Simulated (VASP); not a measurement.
TlBr:

```
CELL_PARAMETERS angstrom
3.99491 0.00000 0.00000
0.00000 3.99491 0.00000
0.00000 0.00000 3.99491
ATOMIC_POSITIONS crystal
Tl 0.00000 0.00000 0.00000
Br 0.50000 0.50000 0.50000
```

Base run:

| Quantity | Value |
| --- | --- |
| Program | VASP 6.6.1 |
| Functional | PBE |
| Potentials or basis | VASP PAW PBE potentials, release 64 (Tl_d, Br) |
| Cutoff | 500 eV |
| k mesh | 4 × 4 × 4 |
| Occupations | gaussian, width 0.01 eV |
| Spin | no spin polarisation |

Its results: band gap on the k mesh 1.88 eV, direct; pressure 1.0 GPa.

Task: The run is repeated on the same cell with these changes: functional from PBE to PBE-based screened hybrid; cutoff from 500 eV to 400 eV. What comes out?

Result: Band gap on the k mesh 2.68 eV, direct; pressure 0.6 GPa.

Caveats: spin-orbit coupling is left out, which moves the levels of the heavy elements; the PAW data sets were made with another functional, which shifts forces and pressure a little (some runs).

A k mesh can miss the band edges.
